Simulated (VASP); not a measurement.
# BP (F-43m) in VASP: a series of runs

BP is run at these levels: PBEsol; tasks: vibrations by perturbation theory.

Everything below comes from runs of VASP 6.6.1. Logs are shortened: lines on timing, memory, paths and dates and some standing lists are left out, and cuts for length are marked.

### 1 The cell of the first run

It takes space group F-43m (No. 216, cubic). Conventional cell: a = 4.520 Å, b = 4.520 Å, c = 4.520 Å, α = 90.00°, β = 90.00°, γ = 90.00°. Within 2.6 Å of B (site symmetry -43m) lie 4 P at 1.96 Å. P (site symmetry -43m) has 4 B at 1.96 Å within 2.6 Å.

### 2 Vibrations by perturbation theory, PBEsol

The input, INCAR:

```
SYSTEM = BP
PREC = Accurate ; ENCUT = 520
EDIFF = 1E-8 ; ISMEAR = 0
SIGMA = 0.01 ; LREAL = .FALSE.
LASPH = .TRUE. ; NELM = 60
ALGO = Normal ; ISIF = 2
LWAVE = .FALSE. ; LCHARG = .FALSE.
GGA = PS ; IBRION = 8
NSW = 1
```

The input, KPOINTS:

```
Automatic mesh
0
G
  8 8 8
  0 0 0
```

The input, POSCAR:

```
BP
1.0
    0.0000000000      2.2600694606      2.2600694606
    2.2600694606      0.0000000000      2.2600694606
    2.2600694606      2.2600694606      0.0000000000
B P
1 1
Direct
    0.0000000000      0.0000000000      0.0000000000
    0.7500000000      0.7500000000      0.7500000000
```

Potentials or basis: VASP PAW PBE potentials, release 64 (B, P).

On the command line:

```
$ cat potpaw_PBE.64/B/POTCAR potpaw_PBE.64/P/POTCAR > POTCAR
$ mpirun -np 1 vasp_std > vasp.out
```

OUTCAR:

```text
SYSTEM = BP
   PREC = Accurate
   ENCUT = 520
   EDIFF = 1E-8
   ISMEAR = 0
   LREAL = .FALSE.
   LASPH = .TRUE.
   NELM = 60
   ISIF = 2
   GGA = PS
   IBRION = 8
   NSW = 1

 ion  position               nearest neighbor table
   1  0.000  0.000  0.000-   2 1.96   2 1.96   2 1.96   2 1.96
   2  0.750  0.750  0.750-   1 1.96   1 1.96   1 1.96   1 1.96

  LATTYP: Found a face centered cubic cell.
 ALAT       =     4.5201389212

  Lattice vectors:

 A1 = (   0.0000000000,   2.2600694606,   2.2600694606)
 A2 = (   2.2600694606,   0.0000000000,   2.2600694606)
 A3 = (   2.2600694606,   2.2600694606,   0.0000000000)

Analysis of symmetry for initial positions (statically):
=====================================================================
 Subroutine PRICEL returns:
 Original cell was already a primitive cell.

 Routine SETGRP: Setting up the symmetry group for a
 face centered cubic supercell.

 Subroutine GETGRP returns: Found 24 space group operations
 (whereof 24 operations were pure point group operations)
 out of a pool of 48 trial point group operations.

The static configuration has the point symmetry T_d .

Analysis of symmetry for dynamics (positions and initial velocities):
=====================================================================
 Subroutine PRICEL returns:
 Original cell was already a primitive cell.

 Routine SETGRP: Setting up the symmetry group for a
 face centered cubic supercell.

 Subroutine GETGRP returns: Found 24 space group operations
 (whereof 24 operations were pure point group operations)
 out of a pool of 48 trial point group operations.

The dynamic configuration has the point symmetry T_d .

 Subroutine INISYM returns: Found 24 space group operations
 (whereof 24 operations are pure point group operations),
 and found     1 'primitive' translations

----------------------------------------------------------------------------------------

                                     Primitive cell

  volume of cell :      23.0885

  direct lattice vectors                    reciprocal lattice vectors
     0.000000000  2.260069461  2.260069461    -0.221232139  0.221232139  0.221232139
     2.260069461  0.000000000  2.260069461     0.221232139 -0.221232139  0.221232139
     2.260069461  2.260069461  0.000000000     0.221232139  0.221232139 -0.221232139

  length of vectors
     3.196220883  3.196220883  3.196220883     0.383185304  0.383185304  0.383185304

  position of ions in fractional coordinates (direct lattice)
     0.000000000  0.000000000  0.000000000
     0.750000000  0.750000000  0.750000000

  ion indices of the primitive-cell ions
   primitive index   ion index
                 1           1
                 2           2

----------------------------------------------------------------------------------------

 KPOINTS: Automatic mesh

Automatic generation of k-mesh.
 Grid dimensions read from file:
 generate k-points for:    8    8    8

 Generating k-lattice:

  Cartesian coordinates                     Fractional coordinates (reciprocal lattice)
    -0.027654017  0.027654017  0.027654017     0.125000000  0.000000000  0.000000000
     0.027654017 -0.027654017  0.027654017     0.000000000  0.125000000  0.000000000
     0.027654017  0.027654017 -0.027654017     0.000000000  0.000000000  0.125000000

  Length of vectors
     0.047898163  0.047898163  0.047898163

  Shift w.r.t. Gamma in fractional coordinates (k-lattice)
     0.000000000  0.000000000  0.000000000
[... 77 lines left out ...]
   LHFCALC =     F    Hartree Fock is set to
   AEXX    =    0.0000 exact exchange contribution
   IVDW    =     0    specifies the selected vdW correction
   LEPSILON=     F    determine dielectric tensor
   LRPA    =     F    only Hartree local field effects (RPA)
 non-spin polarized calculation
 Gauss-broadening in eV      SIGMA  =   0.01
  energy-cutoff  :      520.00
  volume of cell :       23.09
 maximum number of plane-waves:       636
   NGX = 11   NGY = 11   NGZ = 11

--------------------------------------- Ionic step        1  -------------------------------------------

 number of electron       8.0000001 magnetization

 Free energy of the ion-electron system (eV)
  ---------------------------------------------------
  ext. energy  EPLUGINS =         0.00000000
  ---------------------------------------------------
  free energy    TOTEN  =       -13.67158240 eV

  energy without entropy =      -13.67158240  energy(sigma->0) =      -13.67158240

 E-fermi :   7.6070     XC(G=0): -11.0953

 val. band max:        7.5468479130   @ k =   0.0000   0.0000   0.0000
 cond. band min:       8.6959045877   @ k =   0.3750   0.3750   0.0000
 fundamental gap:      1.1490566746
 Fermi energy:         7.6070145896

 k-point     1 :       0.0000    0.0000    0.0000
  band No.  band energies     occupation
      1      -8.0576      2.00000
      2       7.5468      2.00000
      3       7.5468      2.00000
      4       7.5468      2.00000
      5      10.9209      0.00000
      6      10.9209      0.00000
      7      10.9209      0.00000
      8      15.0693      0.00000
[... 243 lines left out ...]
 k-point    24 :      -0.3750    0.2500    0.1250
  band No.  band energies     occupation
      1      -3.9944      2.00000
      2      -1.0258      2.00000
      3       2.9508      2.00000
      4       4.3623      2.00000
      5      11.6463      0.00000
      6      12.7210      0.00000
      7      15.8973      0.00000
      8      17.3423      0.00000

 [... further k-points ...]

------------------------ aborting loop because EDIFF is reached ----------------------------------------

  FORCE on cell =-STRESS in cart. coord.  units (eV):
  Direction    XX          YY          ZZ          XY          YZ          ZX
  --------------------------------------------------------------------------------------
  -------------------------------------------------------------------------------------
  Total        0.0179643      0.0179643      0.0179643      0.0000000     -0.0000000      0.0000000
  in kB        1.2465955      1.2465955      1.2465955      0.0000000     -0.0000000      0.0000000
  external PRESSURE =       1.2465955 kB  Pullay stress =       0.0000000 kB

 VOLUME and BASIS-vectors are now :
 -----------------------------------------------------------------------------
  energy-cutoff  :      520.00
  volume of cell :       23.09
      direct lattice vectors                 reciprocal lattice vectors
     0.000000000  2.260069461  2.260069461    -0.221232139  0.221232139  0.221232139
     2.260069461  0.000000000  2.260069461     0.221232139 -0.221232139  0.221232139
     2.260069461  2.260069461  0.000000000     0.221232139  0.221232139 -0.221232139

 POSITION                                       TOTAL-FORCE (eV/Angst)
 -----------------------------------------------------------------------------------
      0.00000      0.00000      0.00000         0.000000      0.000000      0.000000
      3.39010      3.39010      3.39010        -0.000000     -0.000000     -0.000000
 -----------------------------------------------------------------------------------
    total drift:                               -0.000000     -0.000000     -0.000000

  FREE ENERGIE OF THE ION-ELECTRON SYSTEM (eV)
  ---------------------------------------------------
  free  energy   TOTEN  =       -13.6715823992 eV

  energy  without entropy=      -13.6715823992  energy(sigma->0) =      -13.67158240

[... ionic steps 2 to 3 ...]

--------------------------------------- Ionic step        4  -------------------------------------------

------------------------ aborting loop because EDIFF is reached ----------------------------------------

[... ionic steps 5 to 6 ...]

--------------------------------------- Ionic step        7  -------------------------------------------

 Free energy of the ion-electron system (eV)
  ---------------------------------------------------
  ---------------------------------------------------
  free energy    TOTEN  =        -0.04071482 eV

  energy without entropy =       -0.04071482

------------------------ aborting loop because EDIFF is reached ----------------------------------------

 INTERNAL STRAIN TENSOR  FOR ION    2  DIRECTION 1   (eV/Angst):
 -----------------------------------------------------------------------------
    -0.01130  0.00000  0.00000
     0.00000  0.00892  7.44400
     0.00000  7.44400  0.00892

 INTERNAL STRAIN TENSOR FOR ION    2 for displacements in x,y,z  (eV/Angst):
          X           Y           Z          XY          YZ          ZX
  --------------------------------------------------------------------------------
  x     0.00000     0.00000     0.00000     0.00000     7.44400     0.00000
  y     0.00000     0.00000     0.00000     0.00000     0.00000     7.44400
  z     0.00000     0.00000     0.00000     7.44400     0.00000     0.00000

 SECOND DERIVATIVES (NOT SYMMETRIZED)
 ------------------------------------
               1X          1Y          1Z          2X          2Y          2Z
  1X   -19.391339    0.000000    0.000000   19.391339    0.000000    0.000000
  1Y     0.000000  -19.391339    0.000000    0.000000   19.391339    0.000000
  1Z     0.000000    0.000000  -19.391339    0.000000    0.000000   19.391339
  2X    19.389078    0.000000    0.000000  -19.389078    0.000000    0.000000
  2Y     0.000000   19.389078    0.000000    0.000000  -19.389078    0.000000
  2Z     0.000000    0.000000   19.389078    0.000000    0.000000  -19.389078

 Eigenvectors and eigenvalues of the dynamical matrix
 ----------------------------------------------------

   1 f  =   24.317935 THz   152.794093 2PiTHz  811.159005 cm-1   100.570854 meV
             X         Y         Z           dx          dy          dz
      0.000000  0.000000  0.000000    -0.000000   -0.000000   -0.860984
      3.390104  3.390104  3.390104     0.000000    0.000000    0.508632
[... 21 lines left out ...]
   6 f/i=    0.000621 THz     0.003901 2PiTHz    0.020712 cm-1     0.002568 meV
             X         Y         Z           dx          dy          dz
      0.000000  0.000000  0.000000     0.095354   -0.020017    0.499213
      3.390104  3.390104  3.390104     0.161410   -0.033883    0.845040

--------------------------------------------------------------------------------------------------------

 ELASTIC MODULI CONTR FROM IONIC RELAXATION (kBar)
 Direction    XX          YY          ZZ          XY          YZ          ZX
 --------------------------------------------------------------------------------
 XX          -0.0000     -0.0000     -0.0000     -0.0000     -0.0000     -0.0000
 YY          -0.0000     -0.0000     -0.0000     -0.0000     -0.0000      0.0000
 ZZ          -0.0000     -0.0000     -0.0000     -0.0000     -0.0000     -0.0000
 XY          -0.0000     -0.0000     -0.0000   -210.5940      0.0000      0.0000
 YZ          -0.0000     -0.0000     -0.0000      0.0000   -210.5940      0.0000
 ZX          -0.0000      0.0000     -0.0000      0.0000      0.0000   -210.5940
 --------------------------------------------------------------------------------
```

It took 60 s on 1 thread of Intel Xeon 8259CL, shared host; peak memory 0.17 GiB.

Results:

```
Highest phonon frequency at Γ, LO-TO splitting left out : 811 cm⁻¹
```

Phonon frequencies in cm⁻¹ (negative: imaginary):
```csv
q point,frequencies
"(0.000, 0.000, 0.000)",0 0 0 811 811 811
```

Caveat: the PAW data sets were made with another functional, which shifts forces and pressure a little.

### 3 Vibrations by perturbation theory, PBEsol (11.37 Å³/atom)

This run uses another cell than the first one, of 11.37 Å³/atom.

The input, INCAR:

```
SYSTEM = BP
PREC     = Accurate       ! precision mode
ENCUT    = 520            ! plane-wave cutoff, eV
EDIFF    = 1E-8           ! SCF threshold, eV
ISMEAR   = 0              ! smearing method
SIGMA    = 0.01           ! smearing width, eV
LREAL    = .FALSE.        ! projectors in reciprocal space
LASPH    = .TRUE.         ! aspherical terms in the spheres
NELM     = 100            ! most SCF steps
ALGO     = Normal         ! electronic algorithm
ISIF     = 2              ! what is computed and relaxed
LWAVE    = .FALSE.        ! write WAVECAR
LCHARG   = .FALSE.        ! write CHGCAR
GGA      = PS             ! functional
NBANDS   = 11             ! bands
IBRION   = 8              ! ionic algorithm
NSW      = 1              ! ionic steps
```

KPOINTS is that of step 2.

The input, POSCAR:

```
BP
1.0
    0.0000000000      2.2487121360      2.2487121360
    2.2487121360      0.0000000000      2.2487121360
    2.2487121360      2.2487121360      0.0000000000
B P
1 1
Direct
    0.0000000000      0.0000000000      0.0000000000
    0.7500000000      0.7500000000      0.7500000000
```

Potentials or basis: VASP PAW PBE potentials, release 64 (B, P).

On the command line:

```
$ cat potpaw_PBE.64/B/POTCAR potpaw_PBE.64/P/POTCAR > POTCAR
$ mpirun -np 1 vasp_std > vasp.out
```

OUTCAR:

```text
SYSTEM = BP
   PREC = Accurate
   ENCUT = 520
   EDIFF = 1E-8
   ISMEAR = 0
   LREAL = .FALSE.
   LASPH = .TRUE.
   NELM = 100
   ISIF = 2
   GGA = PS
   IBRION = 8
   NSW = 1

 ion  position               nearest neighbor table
   1  0.000  0.000  0.000-   2 1.95   2 1.95   2 1.95   2 1.95
   2  0.750  0.750  0.750-   1 1.95   1 1.95   1 1.95   1 1.95

  LATTYP: Found a face centered cubic cell.
 ALAT       =     4.4974242720

  Lattice vectors:

 A1 = (   0.0000000000,   2.2487121360,   2.2487121360)
 A2 = (   2.2487121360,   0.0000000000,   2.2487121360)
 A3 = (   2.2487121360,   2.2487121360,   0.0000000000)

Analysis of symmetry for initial positions (statically):
=====================================================================
 Subroutine PRICEL returns:
 Original cell was already a primitive cell.

 Routine SETGRP: Setting up the symmetry group for a
 face centered cubic supercell.

 Subroutine GETGRP returns: Found 24 space group operations
 (whereof 24 operations were pure point group operations)
 out of a pool of 48 trial point group operations.

The static configuration has the point symmetry T_d .

Analysis of symmetry for dynamics (positions and initial velocities):
=====================================================================
 Subroutine PRICEL returns:
 Original cell was already a primitive cell.

 Routine SETGRP: Setting up the symmetry group for a
 face centered cubic supercell.

 Subroutine GETGRP returns: Found 24 space group operations
 (whereof 24 operations were pure point group operations)
[... 521 lines left out ...]
    total drift:                               -0.000000     -0.000000     -0.000000

  FREE ENERGIE OF THE ION-ELECTRON SYSTEM (eV)
  ---------------------------------------------------
  free  energy   TOTEN  =       -13.6683349926 eV

  energy  without entropy=      -13.6683349926  energy(sigma->0) =      -13.66833499

[... ionic steps 2 to 3 ...]

--------------------------------------- Ionic step        4  -------------------------------------------

------------------------ aborting loop because EDIFF is reached ----------------------------------------

[... ionic steps 5 to 6 ...]

--------------------------------------- Ionic step        7  -------------------------------------------

 Free energy of the ion-electron system (eV)
  ---------------------------------------------------
  ---------------------------------------------------
  free energy    TOTEN  =        -0.04067310 eV

  energy without entropy =       -0.04067310

------------------------ aborting loop because EDIFF is reached ----------------------------------------

 INTERNAL STRAIN TENSOR  FOR ION    2  DIRECTION 1   (eV/Angst):
 -----------------------------------------------------------------------------
    -0.01178  0.00000  0.00000
     0.00000  0.00918  8.11880
     0.00000  8.11880  0.00918

 INTERNAL STRAIN TENSOR FOR ION    2 for displacements in x,y,z  (eV/Angst):
          X           Y           Z          XY          YZ          ZX
  --------------------------------------------------------------------------------
  x    -0.00000    -0.00000    -0.00000     0.00000     8.11880     0.00000
  y     0.00000    -0.00000     0.00000     0.00000     0.00000     8.11880
  z    -0.00000    -0.00000    -0.00000     8.11880     0.00000     0.00000

 SECOND DERIVATIVES (NOT SYMMETRIZED)
 ------------------------------------
               1X          1Y          1Z          2X          2Y          2Z
  1X   -19.983797    0.000000    0.000000   19.983797    0.000000    0.000000
  1Y     0.000000  -19.983797    0.000000    0.000000   19.983797    0.000000
  1Z     0.000000    0.000000  -19.983797    0.000000    0.000000   19.983797
  2X    19.982754    0.000000    0.000000  -19.982754    0.000000    0.000000
  2Y     0.000000   19.982754    0.000000    0.000000  -19.982754    0.000000
  2Z     0.000000    0.000000   19.982754    0.000000    0.000000  -19.982754

 Eigenvectors and eigenvalues of the dynamical matrix
 ----------------------------------------------------

   1 f  =   24.686835 THz   155.111961 2PiTHz  823.464189 cm-1   102.096501 meV
             X         Y         Z           dx          dy          dz
      0.000000  0.000000  0.000000     0.000000    0.860977    0.000000
      3.373068  3.373068  3.373068     0.000000   -0.508644    0.000000
[... 21 lines left out ...]
   6 f/i=    0.000282 THz     0.001772 2PiTHz    0.009406 cm-1     0.001166 meV
             X         Y         Z           dx          dy          dz
      0.000000  0.000000  0.000000     0.000000    0.000000   -0.508644
      3.373068  3.373068  3.373068     0.000000    0.000000   -0.860977

--------------------------------------------------------------------------------------------------------

 ELASTIC MODULI CONTR FROM IONIC RELAXATION (kBar)
 Direction    XX          YY          ZZ          XY          YZ          ZX
 --------------------------------------------------------------------------------
 XX          -0.0000     -0.0000     -0.0000      0.0000      0.0000     -0.0000
 YY          -0.0000     -0.0000     -0.0000      0.0000      0.0000      0.0000
 ZZ          -0.0000     -0.0000     -0.0000      0.0000      0.0000     -0.0000
 XY           0.0000      0.0000      0.0000   -245.8146      0.0000      0.0000
 YZ           0.0000      0.0000      0.0000      0.0000   -245.8146      0.0000
 ZX          -0.0000      0.0000     -0.0000      0.0000      0.0000   -245.8146
 --------------------------------------------------------------------------------
```

OSZICAR:

```text
N       E                     dE             d eps       ncg     rms          rms(c)
DAV:   1     0.855963557509E+01    0.85596E+01   -0.39909E+03   646   0.658E+02
DAV:   2    -0.138640624352E+02   -0.22424E+02   -0.21505E+02   871   0.110E+02
DAV:   3    -0.144336657089E+02   -0.56960E+00   -0.56838E+00   813   0.153E+01
[... 37 lines left out ...]
RMM:   6    -0.406750164871E-01    0.74687E-05   -0.31093E-06  3582   0.648E-04    0.245E-03
RMM:   7    -0.406736528431E-01    0.13636E-05   -0.69695E-07  3576   0.447E-04    0.682E-05
RMM:   8    -0.406731605970E-01    0.49225E-06   -0.98489E-08  3636   0.574E-05    0.252E-05
RMM:   9    -0.406730714749E-01    0.89122E-07    0.18137E-07  3702   0.201E-05    0.632E-06
RMM:  10    -0.406730970400E-01   -0.25565E-07    0.29243E-08  3677   0.443E-06    0.548E-06
RMM:  11    -0.406730965362E-01    0.50387E-09   -0.80765E-09  3186   0.151E-06    0.396E-07
 Linear response finished
```

Wall time 80 s (1 thread of Intel Xeon 8259CL, shared host); peak memory 0.18 GiB.

What came out:

```
Highest phonon frequency at Γ, LO-TO splitting left out : 823 cm⁻¹
```

Phonon frequencies in cm⁻¹ (negative: imaginary):
```tsv
q point	frequencies
(0.000, 0.000, 0.000)	0 0 0 823 823 823
```

Caveat: the cell stands under pressure or tension, which shifts response properties; the PAW data sets were made with another functional, which shifts forces and pressure a little.

(Continued in part 2 of 2.)
